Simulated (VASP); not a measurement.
# Os (P6_3/mmc) in VASP: single point with PBE+D3(BJ)

Aim: the single point of Os with PBE+D3(BJ).

Everything below comes from runs of VASP 6.6.1. Logs are shortened: lines on timing, memory, paths and dates and some standing lists are left out, and cuts for length are marked.

**1. The cell of the first run**

The structure is hexagonal, space group P6_3/mmc (No. 194). Conventional cell: a = 2.735 Å, b = 2.735 Å, c = 4.327 Å, α = 90.00°, β = 90.00°, γ = 120.00°. Within 3.5 Å of Os (site symmetry -6m2) lie 12 Os at 2.68 to 2.73 Å.

**2. Single point, PBE+D3(BJ)**

The input, INCAR:

```
ALGO     = Normal         # electronic algorithm
EDIFF    = 1E-7           # SCF threshold, eV
ENCUT    = 520            # plane-wave cutoff, eV
GGA      = PE             # functional
ISIF     = 2              # what is computed and relaxed
ISMEAR   = 0              # smearing method
IVDW     = 12             # dispersion correction
LASPH    = T              # aspherical terms in the spheres
LCHARG   = F              # write CHGCAR
LREAL    = F              # projectors in reciprocal space
LWAVE    = F              # write WAVECAR
NBANDS   = 15             # bands
NELM     = 80             # most SCF steps
PREC     = Accurate       # precision mode
SIGMA    = 0.1            # smearing width, eV
```

The input, KPOINTS:

```
k-points
0
Gamma
  18 18 10
```

The input, POSCAR:

```
Os
1.0
    2.7348763160      0.0000000000      0.0000000000
   -1.3674381580      2.3684723658      0.0000000000
    0.0000000000      0.0000000000      4.3265849949
Os
2
Direct
    0.3333333333      0.6666666667      0.2500000000
    0.6666666667      0.3333333333      0.7500000000
```

Potentials or basis: VASP PAW PBE potentials, release 64 (Os).

Launch:

```console
> cat potpaw_PBE.64/Os/POTCAR > POTCAR
> mpirun -np 1 vasp_std > vasp.out
```

OUTCAR:

```text
EDIFF = 1E-7
   ENCUT = 520
   GGA = PE
   ISIF = 2
   ISMEAR = 0
   IVDW = 12
   LASPH = T
   LREAL = F
   NELM = 80
   PREC = Accurate
 IVDW          = 12

 ion  position               nearest neighbor table
   1  0.333  0.667  0.250-   2 2.68   2 2.68   2 2.68   2 2.68   2 2.68   2 2.68
   2  0.667  0.333  0.750-   1 2.68   1 2.68   1 2.68   1 2.68   1 2.68   1 2.68

  LATTYP: Found a hexagonal cell.
 ALAT       =     2.7348763160
 C/A-ratio  =     1.5820038989

  Lattice vectors:

 A1 = (   2.7348763160,   0.0000000000,   0.0000000000)
 A2 = (  -1.3674381580,   2.3684723658,   0.0000000000)
 A3 = (   0.0000000000,   0.0000000000,   4.3265849949)

Analysis of symmetry for initial positions (statically):
=====================================================================
 Subroutine PRICEL returns:
 Original cell was already a primitive cell.

 Routine SETGRP: Setting up the symmetry group for a
 hexagonal supercell.

 Subroutine GETGRP returns: Found 24 space group operations
 (whereof 12 operations were pure point group operations)
 out of a pool of 24 trial point group operations.

The static configuration has the point symmetry D_3d.
 The point group associated with its full space group is D_6h.

Analysis of symmetry for dynamics (positions and initial velocities):
=====================================================================
 Subroutine PRICEL returns:
 Original cell was already a primitive cell.

 Routine SETGRP: Setting up the symmetry group for a
 hexagonal supercell.

 Subroutine GETGRP returns: Found 24 space group operations
 (whereof 12 operations were pure point group operations)
 out of a pool of 24 trial point group operations.

The dynamic configuration has the point symmetry D_3d.
 The point group associated with its full space group is D_6h.

 Subroutine INISYM returns: Found 24 space group operations
 (whereof 12 operations are pure point group operations),
 and found     1 'primitive' translations

----------------------------------------------------------------------------------------

                                     Primitive cell

  volume of cell :      28.0254

  direct lattice vectors                    reciprocal lattice vectors
     2.734876316  0.000000000  0.000000000     0.365647249  0.211106537  0.000000000
    -1.367438158  2.368472366  0.000000000     0.000000000  0.422213075  0.000000000
     0.000000000  0.000000000  4.326584995     0.000000000  0.000000000  0.231129170

  length of vectors
     2.734876316  2.734876316  4.326584995     0.422213075  0.422213075  0.231129170

  position of ions in fractional coordinates (direct lattice)
     0.333333333  0.666666667  0.250000000
     0.666666667  0.333333333  0.750000000

  ion indices of the primitive-cell ions
   primitive index   ion index
                 1           1
                 2           2

----------------------------------------------------------------------------------------

 KPOINTS: k-points

Automatic generation of k-mesh.
 Grid dimensions read from file:
 generate k-points for:   18   18   10

 Generating k-lattice:

  Cartesian coordinates                     Fractional coordinates (reciprocal lattice)
     0.020313736  0.011728141  0.000000000     0.055555556  0.000000000  0.000000000
     0.000000000  0.023456282  0.000000000     0.000000000  0.055555556  0.000000000
     0.000000000  0.000000000  0.023112917     0.000000000  0.000000000  0.100000000

  Length of vectors
     0.023456282  0.023456282  0.023112917

  Shift w.r.t. Gamma in fractional coordinates (k-lattice)
     0.000000000  0.000000000  0.000000000

 Subroutine IBZKPT returns following result:
 ===========================================

 Found    222 irreducible k-points:

 Following reciprocal coordinates:
            Coordinates               Weight
  0.000000  0.000000  0.000000      1.000000
  0.055556 -0.000000  0.000000      6.000000
  0.111111 -0.000000  0.000000      6.000000
  0.166667  0.000000  0.000000      6.000000
  0.222222  0.000000  0.000000      6.000000
  0.277778  0.000000  0.000000      6.000000
[... 16 lines left out ...]
  0.333333  0.111111  0.000000     12.000000
  0.388889  0.111111  0.000000     12.000000
 [... further k-points ...]
   k-points           NKPTS =    222   k-points in BZ     NKDIM =    222   number of bands    NBANDS=     15
   number of dos      NEDOS =    301   number of ions     NIONS =      2
   total plane-waves  NPLWV =  12800
   dimension x,y,z NGX =    20 NGY =   20 NGZ =   32
   dimension x,y,z NGXF=    40 NGYF=   40 NGZF=   64
   ions per type =               2
   NGX,Y,Z   is equivalent  to a cutoff of  12.16, 12.16, 12.30 a.u.
   NGXF,Y,Z  is equivalent  to a cutoff of  24.31, 24.31, 24.59 a.u.
 SYSTEM =  unknown system
   PREC   = accura    normal or accurate (medium, high low for compatibility)
   ISTART =      0    job   : 0-new  1-cont  2-samecut
   ICHARG =      2    charge: 1-file 2-atom 10-const
   ISPIN  =      1    spin polarized calculation?
   LNONCOLLINEAR =      F non collinear calculations
   LSORBIT =      F    spin-orbit coupling
   LASPH  =      T    aspherical Exc in radial PAW
   ENCUT  =  520.0 eV  38.22 Ry    6.18 a.u.   5.09  5.09  8.04*2*pi/ulx,y,z
   NELM   =     80;   NELMIN=  2; NELMDL= -5     # of ELM steps
   EDIFF  = 0.1E-06   stopping-criterion for ELM
   LREAL  =      F    real-space projection
   EDIFFG = 0.1E-05   stopping-criterion for IOM
   NSW    =      0    number of steps for IOM
   IBRION =     -1    ionic relax: 0-MD 1-quasi-New 2-CG
   NFREE  =      0    steps in history (QN), initial steepest desc. (CG)
   ISIF   =      2    stress and relaxation
   ISYM   =      2    0-nonsym 1-usesym 2-fastsym
   POTIM  = 0.5000    time-step for ionic-motion
   TEBEG  =    0.0;   TEEND  =   0.0 temperature during run
   PSTRESS=    0.0 pullay stress
   NELECT =      16.0000    total number of electrons
   NUPDOWN=      -1.0000    fix difference up-down
   EMIN   =  10.00;   EMAX   =-10.00  energy-range for DOS
   EFERMI =   0.00;   METHOD = LEGACY
   ISMEAR =     0;   SIGMA  =   0.10  broadening in eV -4-tet -1-fermi 0-gaus
   EFERMI_NEDOS =   21; number of points for ismear=-14 and -15
   IALGO  =     38    algorithm
   IMIX   =      4    mixing-type and parameters
     AMIX     =   0.40;   BMIX     =  1.00
     AMIX_MAG =   1.60;   BMIX_MAG =  1.00
  volume/ion in A,a.u.               =      14.01        94.56
  Fermi-wavevector in a.u.,A,eV,Ry     =   1.358098  2.566433 25.094992  1.844430
  Thomas-Fermi vector in A             =   2.484960
   LORBIT       =      0    0 simple, 1 ext, 2 COOP (PROOUT), +10 PAW based schemes
   GGA     = PE    functional components
   LHFCALC =     F    Hartree Fock is set to
   AEXX    =    0.0000 exact exchange contribution
   IVDW    =    12    specifies the selected vdW correction
   LEPSILON=     F    determine dielectric tensor
   LRPA    =     F    only Hartree local field effects (RPA)
 non-spin polarized calculation
 Gauss-broadening in eV      SIGMA  =   0.10
  energy-cutoff  :      520.00
  volume of cell :       28.03
 maximum number of plane-waves:       772
   NGX = 11   NGY = 11   NGZ = 17

 number of electron      15.9999999 magnetization

 Free energy of the ion-electron system (eV)
  ---------------------------------------------------
  ext. energy  EPLUGINS =         0.00000000
  ---------------------------------------------------
  free energy    TOTEN  =       -22.48629472 eV

  energy without entropy =      -22.47884686  energy(sigma->0) =      -22.48257079

 E-fermi :   9.4428     XC(G=0): -14.0485

 val. band max:        9.4335917396   @ k =   0.2222   0.0556   0.3000
 cond. band min:       9.4525650043   @ k =   0.0000   0.0000   0.0000
 fundamental gap:      0.0189732647
 Fermi energy:         9.4427698143

 k-point     1 :       0.0000    0.0000    0.0000
  band No.  band energies     occupation
      1      -1.4865      2.00000
      2       1.6630      2.00000
      3       6.3938      2.00000
      4       6.3938      2.00000
      5       6.6334      2.00000
      6       7.2293      2.00000
      7       7.2293      2.00000
      8       7.8958      2.00000
      9       7.8958      2.00000
     10       9.4526      0.88983
     11      11.1259      0.00000
     12      11.1259      0.00000
     13      18.4794      0.00000
     14      23.4835      0.00000
     15      26.1752      0.00000

 k-point     2 :       0.0556   -0.0000    0.0000
  band No.  band energies     occupation
      1      -1.3611      2.00000
      2       1.7751      2.00000
      3       6.1047      2.00000
      4       6.5041      2.00000
      5       6.8879      2.00000
      6       7.1530      2.00000
      7       7.3324      2.00000
      8       7.7444      2.00000
      9       7.8055      2.00000
     10       8.8524      2.00000
     11      11.1887      0.00000
     12      11.9095      0.00000
     13      18.4701      0.00000
     14      23.7445      0.00000
     15      26.3408      0.00000

 k-point     3 :       0.1111   -0.0000    0.0000
  band No.  band energies     occupation
      1      -0.9952      2.00000
      2       2.0893      2.00000
      3       5.6845      2.00000
      4       6.8307      2.00000
      5       6.9175      2.00000
      6       7.1322      2.00000
      7       7.2820      2.00000
      8       7.5662      2.00000
      9       7.6366      2.00000
     10       8.2202      2.00000
     11      11.3479      0.00000
     12      13.2580      0.00000
     13      18.4231      0.00000
     14      24.4541      0.00000
     15      26.7747      0.00000
[... 343 lines left out ...]
 k-point    23 :       0.3333    0.1111    0.0000
  band No.  band energies     occupation
      1       2.4910      2.00000
      2       2.8744      2.00000
      3       3.3561      2.00000
      4       5.4795      2.00000
      5       5.8955      2.00000
      6       6.9903      2.00000
      7       7.1923      2.00000
      8      10.2015      0.00000
      9      11.0107      0.00000
     10      11.8991      0.00000
     11      12.3372      0.00000
     12      17.9420      0.00000
     13      18.5144      0.00000
     14      20.7904      0.00000
     15      21.0040      0.00000

 k-point    24 :       0.3889    0.1111    0.0000
  band No.  band energies     occupation
      1       2.6431      2.00000
      2       2.7554      2.00000
      3       3.0905      2.00000
      4       5.8431      2.00000
      5       5.9349      2.00000
      6       6.8151      2.00000
      7       7.5147      2.00000
      8      11.0213      0.00000
      9      11.4586      0.00000
     10      11.9280      0.00000
     11      13.3518      0.00000
     12      16.3818      0.00000
     13      18.8517      0.00000
     14      19.9555      0.00000
     15      21.6615      0.00000

 [... further k-points ...]

------------------------ aborting loop because EDIFF is reached ----------------------------------------

 Edisp (eV)   -1.30658

 E8    (eV) :    -0.6423

  FORCE on cell =-STRESS in cart. coord.  units (eV):
  Direction    XX          YY          ZZ          XY          YZ          ZX
  --------------------------------------------------------------------------------------
  -------------------------------------------------------------------------------------
  Total       0.01434     0.01434    -0.00819     0.00000    -0.00000     0.00000
  in kB       0.81991     0.81991    -0.46831     0.00000    -0.00000     0.00000
  external pressure =        0.39 kB  Pullay stress =        0.00 kB

 VOLUME and BASIS-vectors are now :
 -----------------------------------------------------------------------------
  energy-cutoff  :      520.00
  volume of cell :       28.03
      direct lattice vectors                 reciprocal lattice vectors
     2.734876316  0.000000000  0.000000000     0.365647249  0.211106537  0.000000000
    -1.367438158  2.368472366  0.000000000     0.000000000  0.422213075  0.000000000
     0.000000000  0.000000000  4.326584995     0.000000000  0.000000000  0.231129170

 POSITION                                       TOTAL-FORCE (eV/Angst)
 -----------------------------------------------------------------------------------
     -0.00000      1.57898      1.08165        -0.000000      0.000000      0.000000
      1.36744      0.78949      3.24494         0.000000     -0.000000      0.000000
 -----------------------------------------------------------------------------------
    total drift:                                0.000000     -0.000000     -0.000000

  FREE ENERGIE OF THE ION-ELECTRON SYSTEM (eV)
  ---------------------------------------------------
  free  energy   TOTEN  =       -23.7928720795 eV

  energy  without entropy=      -23.7854242191  energy(sigma->0) =      -23.78914815
```

It took 53 s on 1 thread of Intel Xeon Platinum 8488C (Sapphire Rapids), shared host; peak memory 0.21 GiB.

What came out:

```
Free energy                : -23.7929 eV
Pressure                   : 0.0 GPa
Band gap on the k mesh     : zero (band 8 reaches 11.48 eV, above the bottom of band 9 at 7.55 eV)
Dispersion energy per atom : -0.653 eV
```

Stress tensor (GPa, compression positive):
```
 0.08  0.00  0.00
 0.00  0.08  0.00
 0.00  0.00 -0.05
```

Caveat: spin-orbit coupling is left out, which moves the levels of the heavy elements; pairwise dispersion overbinds metals, which lowers pressure and volume.
